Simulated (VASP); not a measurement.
W32F (a cell with a defect), 33 atoms in the cell. The cell holds a defect, 33 atoms: a = 9.006 Å, b = 9.006 Å, c = 9.006 Å, α = 60.00°, β = 60.00°, γ = 60.00°. 

| Item | Value |
| --- | --- |
| Program | VASP 6.6.1 |
| Task | single point |
| Functional | PBE |
| Potentials or basis | VASP PAW PBE potentials, release 64 (W_sv, F) |
| Cutoff | 520 eV |
| k mesh | 1 × 1 × 1 |
| Occupations | methfessel-paxton, width 0.1 eV |
| Spin | no spin polarisation |
| Dipole correction | no |
| Further INCAR settings | LREAL = Auto; ALGO = Normal; EDIFF = 1e-07; NBANDS = 250 |

Potentials or basis: VASP PAW PBE potentials, release 64 (W_sv, F).

Command:

```sh
$ cat potpaw_PBE.64/W_sv/POTCAR potpaw_PBE.64/F/POTCAR > POTCAR
$ mpirun -np 1 vasp_gam > vasp.out
```

Hardware: 1 thread of Intel(R) Xeon(R) Platinum 8559C (Emerald Rapids) (shared host).

Task: Estimate the wall time of this run.

Result: Wall time 6.5 min on 1 thread of Intel(R) Xeon(R) Platinum 8559C (Emerald Rapids), with other jobs on the host, peak memory 0.67 GiB. Counts: scf iterations 20, k points 1.
